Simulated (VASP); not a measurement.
# FeO in VASP: notebook

The runs below take FeO through single point, relaxation of cell and atoms, with PBE.

Program: VASP 6.6.1. These are calculated values, not measurements. Logs are shortened: lines on timing, memory, paths and dates and some standing lists are left out, and cuts for length are marked.

## (1) The cell of the first run

Symmetry: Pm-3m, No. 221, cubic system. The conventional cell has a = 2.649 Å, b = 2.649 Å, c = 2.649 Å, α = 90.00°, β = 90.00°, γ = 90.00°. Within 3.0 Å of Fe (site symmetry m-3m) lie 8 O at 2.29 Å and 6 Fe at 2.65 Å. Within 3.0 Å of O (site symmetry m-3m) lie 8 Fe at 2.29 Å and 6 O at 2.65 Å.

## (2) Single point, PBE, collinear spin, ferromagnetic start

The input, INCAR:

```
ALGO = Normal ; EDIFF = 1E-7
ENCUT = 520 ; GGA = PE
ISIF = 2 ; ISMEAR = 0
ISPIN = 2 ; LASPH = True
LCHARG = False ; LMAXMIX = 4
LORBIT = 11 ; LREAL = False
LWAVE = False ; MAGMOM = 3.87 0.41
NBANDS = 18 ; NELM = 150
PREC = Accurate ; SIGMA = 0.1
```

The input, KPOINTS:

```
k-points
0
Gamma
  6 6 6
```

The input, POSCAR:

```
FeO
1.0
    2.6491406100      0.0000000000      0.0000000000
    0.0000000000      2.6491406100      0.0000000000
    0.0000000000      0.0000000000      2.6491406100
Fe O
1 1
Direct
    0.0000000000      0.0000000000      0.0000000000
    0.5000000000      0.5000000000      0.5000000000
```

Potentials or basis: VASP PAW PBE potentials, release 64 (Fe, O).

Started as:

```
cat potpaw_PBE.64/Fe/POTCAR potpaw_PBE.64/O/POTCAR > POTCAR
mpirun -np 1 vasp_std > vasp.out
```

OUTCAR:

```text
EDIFF = 1E-7
   ENCUT = 520
   GGA = PE
   ISIF = 2
   ISMEAR = 0
   ISPIN = 2
   LASPH = True
   LORBIT = 11
   LREAL = False
   NELM = 150
   PREC = Accurate

 ion  position               nearest neighbor table
   1  0.000  0.000  0.000-   2 2.29   2 2.29   2 2.29   2 2.29   2 2.29   2 2.29   2 2.29   2 2.29

   2  0.500  0.500  0.500-   1 2.29   1 2.29   1 2.29   1 2.29   1 2.29   1 2.29   1 2.29   1 2.29

  LATTYP: Found a simple cubic cell.
 ALAT       =     2.6491406100

  Lattice vectors:

 A1 = (   2.6491406100,   0.0000000000,   0.0000000000)
 A2 = (   0.0000000000,   2.6491406100,   0.0000000000)
 A3 = (   0.0000000000,   0.0000000000,   2.6491406100)

Analysis of symmetry for initial positions (statically):
=====================================================================
 Subroutine PRICEL returns:
 Original cell was already a primitive cell.

 Routine SETGRP: Setting up the symmetry group for a
 simple cubic supercell.

 Subroutine GETGRP returns: Found 48 space group operations
 (whereof 48 operations were pure point group operations)
 out of a pool of 48 trial point group operations.

The static configuration has the point symmetry O_h .

Analysis of symmetry for dynamics (positions and initial velocities):
=====================================================================
 Subroutine PRICEL returns:
 Original cell was already a primitive cell.

 Routine SETGRP: Setting up the symmetry group for a
 simple cubic supercell.

 Subroutine GETGRP returns: Found 48 space group operations
 (whereof 48 operations were pure point group operations)
 out of a pool of 48 trial point group operations.

The dynamic configuration has the point symmetry O_h .

Analysis of structural, dynamic, and magnetic symmetry:
=====================================================================
 Subroutine PRICEL returns:
 Original cell was already a primitive cell.

 Routine SETGRP: Setting up the symmetry group for a
 simple cubic supercell.

 Subroutine GETGRP returns: Found 48 space group operations
 (whereof 48 operations were pure point group operations)
 out of a pool of 48 trial point group operations.

The overall configuration has the point symmetry O_h .

 Subroutine INISYM returns: Found 48 space group operations
 (whereof 48 operations are pure point group operations),
 and found     1 'primitive' translations

----------------------------------------------------------------------------------------

                                     Primitive cell

  volume of cell :      18.5915

  direct lattice vectors                    reciprocal lattice vectors
     2.649140610  0.000000000  0.000000000     0.377480907  0.000000000  0.000000000
     0.000000000  2.649140610  0.000000000     0.000000000  0.377480907  0.000000000
     0.000000000  0.000000000  2.649140610     0.000000000  0.000000000  0.377480907

  length of vectors
     2.649140610  2.649140610  2.649140610     0.377480907  0.377480907  0.377480907

  position of ions in fractional coordinates (direct lattice)
     0.000000000  0.000000000  0.000000000
     0.500000000  0.500000000  0.500000000

  ion indices of the primitive-cell ions
   primitive index   ion index
                 1           1
                 2           2

----------------------------------------------------------------------------------------

 KPOINTS: k-points

Automatic generation of k-mesh.
 Grid dimensions read from file:
 generate k-points for:    6    6    6

 Generating k-lattice:

  Cartesian coordinates                     Fractional coordinates (reciprocal lattice)
     0.062913484  0.000000000  0.000000000     0.166666667  0.000000000  0.000000000
     0.000000000  0.062913484  0.000000000     0.000000000  0.166666667  0.000000000
     0.000000000  0.000000000  0.062913484     0.000000000  0.000000000  0.166666667

  Length of vectors
     0.062913484  0.062913484  0.062913484

  Shift w.r.t. Gamma in fractional coordinates (k-lattice)
     0.000000000  0.000000000  0.000000000

 Subroutine IBZKPT returns following result:
 ===========================================

 Found     20 irreducible k-points:

 Following reciprocal coordinates:
            Coordinates               Weight
  0.000000  0.000000  0.000000      1.000000
  0.166667  0.000000  0.000000      6.000000
  0.333333  0.000000  0.000000      6.000000
  0.500000  0.000000  0.000000      3.000000
  0.166667  0.166667  0.000000     12.000000
  0.333333  0.166667  0.000000     24.000000
[... 12 lines left out ...]
  0.500000  0.500000  0.333333      6.000000
  0.500000  0.500000  0.500000      1.000000
   k-points           NKPTS =     20   k-points in BZ     NKDIM =     20   number of bands    NBANDS=     18
   number of dos      NEDOS =    301   number of ions     NIONS =      2
   total plane-waves  NPLWV =   8000
   dimension x,y,z NGX =    20 NGY =   20 NGZ =   20
   dimension x,y,z NGXF=    40 NGYF=   40 NGZF=   40
   ions per type =               1   1
   NGX,Y,Z   is equivalent  to a cutoff of  12.55, 12.55, 12.55 a.u.
   NGXF,Y,Z  is equivalent  to a cutoff of  25.10, 25.10, 25.10 a.u.
 SYSTEM =  unknown system
   PREC   = accura    normal or accurate (medium, high low for compatibility)
   ISTART =      0    job   : 0-new  1-cont  2-samecut
   ICHARG =      2    charge: 1-file 2-atom 10-const
   ISPIN  =      2    spin polarized calculation?
   LNONCOLLINEAR =      F non collinear calculations
   LSORBIT =      F    spin-orbit coupling
   LASPH  =      T    aspherical Exc in radial PAW
   ENCUT  =  520.0 eV  38.22 Ry    6.18 a.u.   4.93  4.93  4.93*2*pi/ulx,y,z
   NELM   =    150;   NELMIN=  2; NELMDL= -5     # of ELM steps
   EDIFF  = 0.1E-06   stopping-criterion for ELM
   LREAL  =      F    real-space projection
   EDIFFG = 0.1E-05   stopping-criterion for IOM
   NSW    =      0    number of steps for IOM
   IBRION =     -1    ionic relax: 0-MD 1-quasi-New 2-CG
   NFREE  =      0    steps in history (QN), initial steepest desc. (CG)
   ISIF   =      2    stress and relaxation
   ISYM   =      2    0-nonsym 1-usesym 2-fastsym
   POTIM  = 0.5000    time-step for ionic-motion
   TEBEG  =    0.0;   TEEND  =   0.0 temperature during run
   PSTRESS=    0.0 pullay stress
   NELECT =      14.0000    total number of electrons
   NUPDOWN=      -1.0000    fix difference up-down
   EMIN   =  10.00;   EMAX   =-10.00  energy-range for DOS
   EFERMI =   0.00;   METHOD = LEGACY
   ISMEAR =     0;   SIGMA  =   0.10  broadening in eV -4-tet -1-fermi 0-gaus
   EFERMI_NEDOS =   21; number of points for ismear=-14 and -15
   IALGO  =     38    algorithm
   IMIX   =      4    mixing-type and parameters
     AMIX     =   0.40;   BMIX     =  1.00
     AMIX_MAG =   1.60;   BMIX_MAG =  1.00
  volume/ion in A,a.u.               =       9.30        62.73
  Fermi-wavevector in a.u.,A,eV,Ry     =   1.489404  2.814565 30.182132  2.218324
  Thomas-Fermi vector in A             =   2.602317
   LORBIT       =     11    0 simple, 1 ext, 2 COOP (PROOUT), +10 PAW based schemes
   GGA     = PE    functional components
   LHFCALC =     F    Hartree Fock is set to
   AEXX    =    0.0000 exact exchange contribution
   IVDW    =     0    specifies the selected vdW correction
   LEPSILON=     F    determine dielectric tensor
   LRPA    =     F    only Hartree local field effects (RPA)
 spin polarized calculation
 Gauss-broadening in eV      SIGMA  =   0.10
  energy-cutoff  :      520.00
  volume of cell :       18.59
 maximum number of plane-waves:       512
 NGX is ok and might be reduce to    20
   NGX =  9   NGY =  9   NGZ =  9

 number of electron      14.0000010 magnetization       3.9999708

 Free energy of the ion-electron system (eV)
  ---------------------------------------------------
  ext. energy  EPLUGINS =         0.00000000
  ---------------------------------------------------
  free energy    TOTEN  =       -14.39442692 eV

  energy without entropy =      -14.39442688  energy(sigma->0) =      -14.39442690

 E-fermi :   6.2026     XC(G=0): -12.6970

 val. band max:        5.8652237575   @ k =   0.5000   0.5000   0.5000
 cond. band min:       6.5200860923   @ k =   0.5000   0.5000   0.0000
 fundamental gap:      0.6548623348
 Fermi energy:         6.2025710684

 spin component 1

 k-point     1 :       0.0000    0.0000    0.0000
  band No.  band energies     occupation
      1     -13.9692      1.00000
      2       1.6693      1.00000
      3       1.6693      1.00000
      4       3.4166      1.00000
      5       3.4166      1.00000
      6       3.4166      1.00000
[... 10 lines left out ...]
     17      36.8299      0.00000
     18      36.8299      0.00000
[... 379 lines left out ...]
 k-point    20 :       0.5000    0.5000    0.5000
  band No.  band energies     occupation
      1     -11.2492      1.00000
      2      -1.1748      1.00000
      3      -1.1748      1.00000
      4      -1.1748      1.00000
      5       4.5914      1.00000
      6       4.5914      1.00000
[... 10 lines left out ...]
     17      39.8024      0.00000
     18      48.6364      0.00000
 Fermi energy:         6.2025710684

 spin component 2

 k-point     1 :       0.0000    0.0000    0.0000
  band No.  band energies     occupation
      1     -13.3576      1.00000
      2       4.0986      1.00000
      3       4.0986      1.00000
      4       4.0986      1.00000
      5       4.1788      1.00000
      6       4.1799      1.00000
[... 10 lines left out ...]
     17      37.2492      0.00000
     18      37.2492      0.00000
[... 379 lines left out ...]
 k-point    20 :       0.5000    0.5000    0.5000
  band No.  band energies     occupation
      1     -10.5507      1.00000
      2       0.1983      1.00000
      3       0.1984      1.00000
      4       0.1988      1.00000
      5       7.8302      0.00000
      6       7.8315      0.00000
[... 10 lines left out ...]
     17      40.4508      0.00000
     18      49.1103      0.00000

------------------------ aborting loop because EDIFF is reached ----------------------------------------

  FORCE on cell =-STRESS in cart. coord.  units (eV):
  Direction    XX          YY          ZZ          XY          YZ          ZX
  --------------------------------------------------------------------------------------
  -------------------------------------------------------------------------------------
  Total       -0.0178974     -0.0178974     -0.0178974     -0.0000000     -0.0000000     -0.0000000
  in kB       -1.5423624     -1.5423624     -1.5423624     -0.0000000     -0.0000000     -0.0000000
  external PRESSURE =      -1.5423624 kB  Pullay stress =       0.0000000 kB

 VOLUME and BASIS-vectors are now :
 -----------------------------------------------------------------------------
  energy-cutoff  :      520.00
  volume of cell :       18.59
      direct lattice vectors                 reciprocal lattice vectors
     2.649140610  0.000000000  0.000000000     0.377480907  0.000000000  0.000000000
     0.000000000  2.649140610  0.000000000     0.000000000  0.377480907  0.000000000
     0.000000000  0.000000000  2.649140610     0.000000000  0.000000000  0.377480907

 POSITION                                       TOTAL-FORCE (eV/Angst)
 -----------------------------------------------------------------------------------
      0.00000      0.00000      0.00000         0.000000      0.000000      0.000000
      1.32457      1.32457      1.32457         0.000000      0.000000      0.000000
 -----------------------------------------------------------------------------------
    total drift:                                0.000000      0.000000      0.000000

  FREE ENERGIE OF THE ION-ELECTRON SYSTEM (eV)
  ---------------------------------------------------
  free  energy   TOTEN  =       -14.3944269242 eV

  energy  without entropy=      -14.3944268837  energy(sigma->0) =      -14.39442690

 total charge

# of ion       s       p       d       tot
------------------------------------------
    1        0.292   0.349   6.096   6.738
    2        1.570   3.385   0.000   4.955
--------------------------------------------------
tot          1.862   3.735   6.096  11.693

 magnetization (x)

# of ion       s       p       d       tot
------------------------------------------
    1        0.009   0.019   3.509   3.537
    2        0.027   0.338   0.000   0.366
--------------------------------------------------
tot          0.037   0.357   3.509   3.903
```

Run time: 9.6 s. Hardware: 1 thread of Intel Xeon 6975P-C (Granite Rapids), shared host; peak memory 0.13 GiB.

Results:

| Item | Value |
| --- | --- |
| Free energy | -14.3944 eV |
| Pressure | -0.2 GPa |
| Band gap on the k mesh | zero (filled and empty bands overlap) |
| Net moment | 4.00 μB per cell |
| Site moments | Fe +3.54; O +0.37 μB |
| Valence electrons inside the program's atomic spheres | Fe 6.74; O 4.96 |

Caveat: the k points lie up to 0.40 Å⁻¹ apart, too coarse for converged energies and pressures of a metal; a cell with one magnetic atom can't hold antiferromagnetic order, which such compounds often take; semilocal functionals often make such compounds metallic where correlation or magnetic order opens a gap, which also shifts bond lengths. With open d or f shells a metallic result of PBE can be an artefact of self-interaction; +U or a hybrid may open a gap.

(Continued in part 2 of 2.)
